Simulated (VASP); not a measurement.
Here is a VASP 6.6.1 calculation.

File INCAR:

```
PREC = Accurate
ENCUT = 600
EDIFF = 1E-6
ISMEAR = -1
SIGMA = 0.08
LREAL = False
LASPH = True
NELM = 60
ALGO = Normal
ISIF = 3
LWAVE = False
LCHARG = False
GGA = PE
IBRION = 2
NSW = 60
EDIFFG = -0.005
PSTRESS = 4000.0
```

Contents of KPOINTS:

```
Automatic mesh
0
Gamma
  21 21 21
```

Contents of POSCAR:

```
Al
1.0
   -1.8524515653      1.8524515653      1.0188483609
    1.8524515653     -1.8524515653      1.0188483609
    1.8524515653      1.8524515653     -1.0188483609
Al
2
Direct
   -0.3750000000     -0.1250000000     -0.2500000000
    0.3750000000      0.1250000000      0.2500000000
```

Potentials or basis: VASP PAW PBE potentials, release 64 (Al).

Launch:

```bash
$ cat potpaw_PBE.64/Al/POTCAR > POTCAR
$ mpirun -np 1 vasp_std > vasp.out
```

(1) Estimate the relaxed volume.

(2) What does it give for the band gap on the k mesh?

Results:

(1) 7.10 Å³/atom.

(2) zero (bands 3 and 4 overlap by 11.19 eV).

Caveat: the cell is relaxed towards a set pressure, so the run minimises the enthalpy, not the energy.
